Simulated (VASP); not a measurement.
A run of VASP 6.6.1 is set up as follows.

The input INCAR:

```
  PREC = Accurate
  ENCUT = 520
  EDIFF = 1E-8
  ISMEAR = -1
  SIGMA = 0.05
  LREAL = F
  LASPH = T
  NELM = 80
  ALGO = Normal
  ISIF = 2
  LWAVE = F
  LCHARG = F
  GGA = PE
  LEFG = T
  NBANDS = 16
```

Contents of KPOINTS:

```
Automatic mesh
0
Gamma
  8 8 8
```

The input POSCAR:

```
Te
1.0
    4.2621412146     -2.3869037689      0.0000000000
    4.2621412146      2.3869037689      0.0000000000
   -0.1313139325      0.0000000000      3.9835583797
Te
3
Direct
    0.6760000000      0.6760000000      0.6750000000
    0.3240000000      0.3240000000      0.3250000000
    0.0000000000      0.0000000000      0.0000000000
```

Potentials or basis: VASP PAW PBE potentials, release 64 (Te).

Command:

```sh
$ cat potpaw_PBE.64/Te/POTCAR > POTCAR
$ mpirun -np 1 vasp_std > vasp.out
```

Problem. What does it give for the band gap on the k mesh?

Solution. Zero (bands 9 and 10 overlap by 3.34 eV).

Problem. Predict the pressure.

Solution. 7.6 GPa.

Problem. Predict the largest force.

Solution. 0.451 eV/Å.

Forces on the atoms (eV/Å):
```
Te  -0.405  0.000 -0.198
Te   0.405  0.000  0.198
Te   0.000  0.000  0.000
```

Caveat: the cell stands under pressure; without QUAD_EFG the Cq values of the log hold for a quadrupole moment of 1 mb, not for the nuclei; spin-orbit coupling is left out, which moves the levels of the heavy elements.
